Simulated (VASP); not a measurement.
# NaF (P6_3/mmc) in VASP: a series of runs

NaF is run at these levels: PBE; tasks: single point, vibrations by perturbation theory.

All numbers are computed with VASP 6.6.1; they aren't measurements. Logs are shortened: lines on timing, memory, paths and dates and some standing lists are left out, and cuts for length are marked.

## Step 1: The cell of the first run

Symmetry: P6_3/mmc, No. 194, hexagonal system. The conventional cell has a = 3.255 Å, b = 3.255 Å, c = 5.696 Å, α = 90.00°, β = 90.00°, γ = 120.00°. Within 3.1 Å of Na (site symmetry -3m) lie 6 F at 2.36 Å and 2 Na at 2.85 Å. F (site symmetry -6m2) has 6 Na at 2.36 Å within 3.1 Å.

## Step 2: Single point, PBE

POSCAR

```
NaF
1.0
    3.2548848956      0.0000000000      0.0000000000
   -1.6274424478      2.8188130060      0.0000000000
    0.0000000000      0.0000000000      5.6957475434
Na F
2 2
Direct
    0.0000000000      0.0000000000      0.0000000000
    0.0000000000      0.0000000000      0.5000000000
    0.3333333333      0.6666666667      0.2500000000
    0.6666666667      0.3333333333      0.7500000000
```

INCAR.step1

```
ALGO = Normal
EDIFF = 1E-7
ENCUT = 520
GGA = PE
ISIF = 2
ISMEAR = 0
LASPH = True
LCHARG = True
LREAL = False
LWAVE = False
NBANDS = 22
NELM = 80
PREC = Accurate
SIGMA = 0.02
```

KPOINTS.step1

```
k-points
0
Gamma
  12 12 4
```

INCAR.step2

```
ALGO = Normal
EDIFF = 1E-7
ENCUT = 520
GGA = PE
ICHARG = 11
ISIF = 2
ISMEAR = -5
LASPH = True
LCHARG = False
LORBIT = 11
LREAL = False
LWAVE = False
NEDOS = 1001
NELM = 80
PREC = Accurate
SIGMA = 0.02
```

KPOINTS.step2

```
k-points
0
Gamma
  18 18 6
```

Potentials or basis: VASP PAW PBE potentials, release 64 (Na_pv, F).

Command:

```console
$ cat potpaw_PBE.64/Na_pv/POTCAR potpaw_PBE.64/F/POTCAR > POTCAR
$ cp INCAR.step1 INCAR
$ cp KPOINTS.step1 KPOINTS
$ mpirun -np 1 vasp_std > vasp.out
$ cp INCAR.step2 INCAR
$ cp KPOINTS.step2 KPOINTS
$ mpirun -np 1 vasp_std > vasp.out
```

OUTCAR:

```text
EDIFF = 1E-7
   ENCUT = 520
   GGA = PE
   ICHARG = 11
   ISIF = 2
   ISMEAR = -5
   LASPH = True
   LORBIT = 11
   LREAL = False
   NELM = 80
   PREC = Accurate

 ion  position               nearest neighbor table
   1  0.000  0.000  0.000-
   2  0.000  0.000  0.500-
   3  0.333  0.667  0.250-
   4  0.667  0.333  0.750-

  LATTYP: Found a hexagonal cell.
 ALAT       =     3.2548848956
 C/A-ratio  =     1.7499075163

  Lattice vectors:

 A1 = (   3.2548848956,   0.0000000000,   0.0000000000)
 A2 = (  -1.6274424478,   2.8188130060,   0.0000000000)
 A3 = (   0.0000000000,   0.0000000000,   5.6957475434)

Analysis of symmetry for initial positions (statically):
=====================================================================
 Subroutine PRICEL returns:
 Original cell was already a primitive cell.

 Routine SETGRP: Setting up the symmetry group for a
 hexagonal supercell.

 Subroutine GETGRP returns: Found 24 space group operations
 (whereof 12 operations were pure point group operations)
 out of a pool of 24 trial point group operations.

The static configuration has the point symmetry D_3d.
 The point group associated with its full space group is D_6h.

Analysis of symmetry for dynamics (positions and initial velocities):
=====================================================================
 Subroutine PRICEL returns:
 Original cell was already a primitive cell.

 Routine SETGRP: Setting up the symmetry group for a
 hexagonal supercell.

 Subroutine GETGRP returns: Found 24 space group operations
 (whereof 12 operations were pure point group operations)
 out of a pool of 24 trial point group operations.

The dynamic configuration has the point symmetry D_3d.
 The point group associated with its full space group is D_6h.

 Subroutine INISYM returns: Found 24 space group operations
 (whereof 12 operations are pure point group operations),
 and found     1 'primitive' translations

----------------------------------------------------------------------------------------

                                     Primitive cell

  volume of cell :      52.2580

  direct lattice vectors                    reciprocal lattice vectors
     3.254884896  0.000000000  0.000000000     0.307230526  0.177379627  0.000000000
    -1.627442448  2.818813006  0.000000000     0.000000000  0.354759254  0.000000000
     0.000000000  0.000000000  5.695747543     0.000000000  0.000000000  0.175569579

  length of vectors
     3.254884896  3.254884896  5.695747543     0.354759254  0.354759254  0.175569579

  position of ions in fractional coordinates (direct lattice)
     0.000000000  0.000000000  0.000000000
     0.000000000  0.000000000  0.500000000
     0.333333333  0.666666667  0.250000000
     0.666666667  0.333333333  0.750000000

  ion indices of the primitive-cell ions
   primitive index   ion index
                 1           1
                 2           2
                 3           3
                 4           4

----------------------------------------------------------------------------------------

 KPOINTS: k-points

Automatic generation of k-mesh.
 Grid dimensions read from file:
 generate k-points for:   18   18    6

 Generating k-lattice:

  Cartesian coordinates                     Fractional coordinates (reciprocal lattice)
     0.017068363  0.009854424  0.000000000     0.055555556 -0.000000000  0.000000000
     0.000000000  0.019708847  0.000000000     0.000000000  0.055555556  0.000000000
     0.000000000  0.000000000  0.029261597     0.000000000  0.000000000  0.166666667

  Length of vectors
     0.019708847  0.019708847  0.029261597

  Shift w.r.t. Gamma in fractional coordinates (k-lattice)
     0.000000000  0.000000000  0.000000000

 TETIRR: Found   1977 inequivalent tetrahedra from    11664

 Subroutine IBZKPT returns following result:
 ===========================================

 Found    148 irreducible k-points:

 Following reciprocal coordinates:
            Coordinates               Weight
  0.000000  0.000000  0.000000      1.000000
  0.055556  0.000000  0.000000      6.000000
  0.111111  0.000000  0.000000      6.000000
  0.166667  0.000000  0.000000      6.000000
  0.222222 -0.000000  0.000000      6.000000
  0.277778  0.000000  0.000000      6.000000
[... 16 lines left out ...]
  0.333333  0.111111  0.000000     12.000000
  0.388889  0.111111  0.000000     12.000000
 [... further k-points ...]
   k-points           NKPTS =    148   k-points in BZ     NKDIM =    148   number of bands    NBANDS=     18
   number of dos      NEDOS =   1001   number of ions     NIONS =      4
   total plane-waves  NPLWV =  24192
   dimension x,y,z NGX =    24 NGY =   24 NGZ =   42
   dimension x,y,z NGXF=    48 NGYF=   48 NGZF=   84
   ions per type =               2   2
   NGX,Y,Z   is equivalent  to a cutoff of  12.26, 12.26, 12.26 a.u.
   NGXF,Y,Z  is equivalent  to a cutoff of  24.52, 24.52, 24.52 a.u.
 SYSTEM =  unknown system
   PREC   = accura    normal or accurate (medium, high low for compatibility)
   ISTART =      0    job   : 0-new  1-cont  2-samecut
   ICHARG =     11    charge: 1-file 2-atom 10-const
   ISPIN  =      1    spin polarized calculation?
   LNONCOLLINEAR =      F non collinear calculations
   LSORBIT =      F    spin-orbit coupling
   LASPH  =      T    aspherical Exc in radial PAW
   ENCUT  =  520.0 eV  38.22 Ry    6.18 a.u.   6.05  6.05 10.59*2*pi/ulx,y,z
   NELM   =     80;   NELMIN=  2; NELMDL=  0     # of ELM steps
   EDIFF  = 0.1E-06   stopping-criterion for ELM
   LREAL  =      F    real-space projection
   EDIFFG = 0.1E-05   stopping-criterion for IOM
   NSW    =      0    number of steps for IOM
   IBRION =     -1    ionic relax: 0-MD 1-quasi-New 2-CG
   NFREE  =      0    steps in history (QN), initial steepest desc. (CG)
   ISIF   =      2    stress and relaxation
   ISYM   =      2    0-nonsym 1-usesym 2-fastsym
   POTIM  = 0.5000    time-step for ionic-motion
   TEBEG  =    0.0;   TEEND  =   0.0 temperature during run
   PSTRESS=    0.0 pullay stress
   NELECT =      28.0000    total number of electrons
   NUPDOWN=      -1.0000    fix difference up-down
   EMIN   =  10.00;   EMAX   =-10.00  energy-range for DOS
   EFERMI =   0.00;   METHOD = LEGACY
   ISMEAR =    -5;   SIGMA  =   0.02  broadening in eV -4-tet -1-fermi 0-gaus
   EFERMI_NEDOS =   21; number of points for ismear=-14 and -15
   IALGO  =     38    algorithm
   IMIX   =      4    mixing-type and parameters
     AMIX     =   0.40;   BMIX     =  1.00
     AMIX_MAG =   1.60;   BMIX_MAG =  1.00
  volume/ion in A,a.u.               =      13.06        88.16
  Fermi-wavevector in a.u.,A,eV,Ry     =   1.329668  2.512709 24.055340  1.768018
  Thomas-Fermi vector in A             =   2.458813
   LORBIT       =     11    0 simple, 1 ext, 2 COOP (PROOUT), +10 PAW based schemes
   GGA     = PE    functional components
   LHFCALC =     F    Hartree Fock is set to
   AEXX    =    0.0000 exact exchange contribution
   IVDW    =     0    specifies the selected vdW correction
   LEPSILON=     F    determine dielectric tensor
   LRPA    =     F    only Hartree local field effects (RPA)
 non-spin polarized calculation
 Fermi weights with tetrahedron method with Bloechl corrections
  energy-cutoff  :      520.00
  volume of cell :       52.26
 maximum number of plane-waves:      1428

 number of electron      27.9999984 magnetization

 Free energy of the ion-electron system (eV)
  ---------------------------------------------------
  ext. energy  EPLUGINS =         0.00000000
  ---------------------------------------------------
  free energy    TOTEN  =       -16.96344051 eV

  energy without entropy =      -16.96344051  energy(sigma->0) =      -16.96344051

 E-fermi :  -2.1940     XC(G=0):  -8.9194

 val. band max:       -2.2008639006   @ k =   0.0000   0.0000   0.0000
 cond. band min:       3.7690929210   @ k =   0.0000   0.0000   0.0000
 fundamental gap:      5.9699568217
 Fermi energy:        -2.1940094509

 k-point     1 :       0.0000    0.0000    0.0000
  band No.  band energies     occupation
      1     -22.2270      2.00000
      2     -21.5345      2.00000
      3     -21.5345      2.00000
      4     -21.5068      2.00000
      5     -21.5068      2.00000
      6     -21.4820      2.00000
[... 10 lines left out ...]
     17       9.2916      0.00000
     18      14.5055      0.00000

 k-point     2 :       0.0556    0.0000    0.0000
  band No.  band energies     occupation
      1     -22.2170      2.00000
      2     -21.5941      2.00000
      3     -21.5354      2.00000
      4     -21.5102      2.00000
      5     -21.5075      2.00000
      6     -21.4816      2.00000
[... 10 lines left out ...]
     17       9.3143      0.00000
     18      14.4592      0.00000

 k-point     3 :       0.1111    0.0000    0.0000
  band No.  band energies     occupation
      1     -22.1877      2.00000
      2     -21.6920      2.00000
      3     -21.5379      2.00000
      4     -21.5198      2.00000
      5     -21.5095      2.00000
      6     -21.4803      2.00000
[... 10 lines left out ...]
     17       9.3834      0.00000
     18      14.2848      0.00000

 k-point     4 :       0.1667    0.0000    0.0000
  band No.  band energies     occupation
      1     -22.1421      2.00000
      2     -21.7854      2.00000
      3     -21.5418      2.00000
      4     -21.5346      2.00000
      5     -21.5127      2.00000
      6     -21.4782      2.00000
[... 375 lines left out ...]
      4     -21.5803      2.00000
      5     -21.5307      2.00000
      6     -21.4698      2.00000
[... 10 lines left out ...]
     17      10.2962      0.00000
     18      11.8167      0.00000

 k-point    23 :       0.3333    0.1111    0.0000
  band No.  band energies     occupation
      1     -22.0711      2.00000
      2     -21.8005      2.00000
      3     -21.6012      2.00000
      4     -21.5977      2.00000
      5     -21.5348      2.00000
      6     -21.4678      2.00000
[... 10 lines left out ...]
     17      10.6741      0.00000
     18      11.2996      0.00000

 k-point    24 :       0.3889    0.1111    0.0000
  band No.  band energies     occupation
      1     -22.0922      2.00000
      2     -21.7325      2.00000
      3     -21.6216      2.00000
      4     -21.6093      2.00000
      5     -21.5375      2.00000
      6     -21.4666      2.00000
[... 10 lines left out ...]
     17      11.1271      0.00000
     18      11.1833      0.00000

 [... further k-points ...]

------------------------ aborting loop because EDIFF is reached ----------------------------------------

  FORCE on cell =-STRESS in cart. coord.  units (eV):
  Direction    XX          YY          ZZ          XY          YZ          ZX
  --------------------------------------------------------------------------------------
  -------------------------------------------------------------------------------------
  Total       -0.0626698     -0.0626698     -0.0508438      0.0000000      0.0000000      0.0000000
  in kB       -1.9213942     -1.9213942     -1.5588214      0.0000000      0.0000000      0.0000000
  external PRESSURE =      -1.8005366 kB  Pullay stress =       0.0000000 kB

 VOLUME and BASIS-vectors are now :
 -----------------------------------------------------------------------------
  energy-cutoff  :      520.00
  volume of cell :       52.26
      direct lattice vectors                 reciprocal lattice vectors
     3.254884896  0.000000000  0.000000000     0.307230526  0.177379627  0.000000000
    -1.627442448  2.818813006  0.000000000     0.000000000  0.354759254  0.000000000
     0.000000000  0.000000000  5.695747543     0.000000000  0.000000000  0.175569579

 POSITION                                       TOTAL-FORCE (eV/Angst)
 -----------------------------------------------------------------------------------
      0.00000      0.00000      0.00000        -0.000000      0.000000      0.000000
      0.00000      0.00000      2.84787        -0.000000      0.000000      0.000000
     -0.00000      1.87921      1.42394        -0.000000      0.000000      0.000000
      1.62744      0.93960      4.27181         0.000000     -0.000000     -0.000000
 -----------------------------------------------------------------------------------
    total drift:                               -0.000000      0.000000      0.000000

  FREE ENERGIE OF THE ION-ELECTRON SYSTEM (eV)
  ---------------------------------------------------
  free  energy   TOTEN  =       -16.9634405055 eV

  energy  without entropy=      -16.9634405055  energy(sigma->0) =      -16.96344051

 total charge

# of ion       s       p       d       tot
------------------------------------------
    1        0.047   5.989   0.000   6.036
    2        0.047   5.989   0.000   6.036
    3        1.728   4.372   0.000   6.100
    4        1.728   4.372   0.000   6.100
--------------------------------------------------
tot          3.550  20.723   0.000  24.273
```

It took 62 s on 1 thread of AMD EPYC 9R45 (Zen 5), shared host; peak memory 0.2 GiB.

What came out:

- Valence electrons inside the program's atomic spheres: Na 6.04; F 6.10

(Continued in part 2 of 2.)
